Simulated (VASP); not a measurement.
Input of a VASP 6.6.1 run:

File INCAR:

```
  ALGO = Normal
  EDIFF = 1E-6
  ENCUT = 520
  GGA = PS
  ISIF = 2
  ISMEAR = -1
  LASPH = True
  LCHARG = False
  LREAL = False
  LWAVE = False
  NBANDS = 20
  NELM = 80
  PREC = Accurate
  SIGMA = 0.03
```

Contents of KPOINTS:

```
k-points
0
Gamma
  4 4 4
```

File POSCAR:

```
CaSiH6
1.0
    3.1148030780      1.7983323942      1.9456622997
   -3.1148030780      1.7983323942      1.9456622997
    0.0000000000     -3.5966647925      1.9456622959
Ca Si H
1 1 6
Direct
    0.0000000000      0.0000000000      0.0000000000
    0.5000000000      0.5000000000      0.5000000000
    0.5664507805      0.2714372716      0.1692261564
    0.2714372716      0.1692261564      0.5664507805
    0.8307738436      0.4335492195      0.7285627284
    0.7285627284      0.8307738436      0.4335492195
    0.4335492195      0.7285627284      0.8307738436
    0.1692261564      0.5664507805      0.2714372716
```

Potentials or basis: VASP PAW PBE potentials, release 64 (Ca_sv, Si, H).

Launch:

```bash
$ cat potpaw_PBE.64/Ca_sv/POTCAR potpaw_PBE.64/Si/POTCAR potpaw_PBE.64/H/POTCAR > POTCAR
$ mpirun -np 1 vasp_std > vasp.out
```

Question: What does it give for the pressure?

Answer: 0.0 GPa.

Question: Predict the largest force.

Answer: 0.007 eV/Å.

Question: Estimate the band gap on the k mesh.

Answer: 1.56 eV (least direct gap 3.27 eV).

Stress tensor (GPa, compression positive):
```
-0.04  0.00  0.00
 0.00 -0.04  0.00
 0.00  0.00  0.10
```

Caveat: the PAW data sets were made with another functional, which shifts forces and pressure a little. A k mesh can miss the band edges.
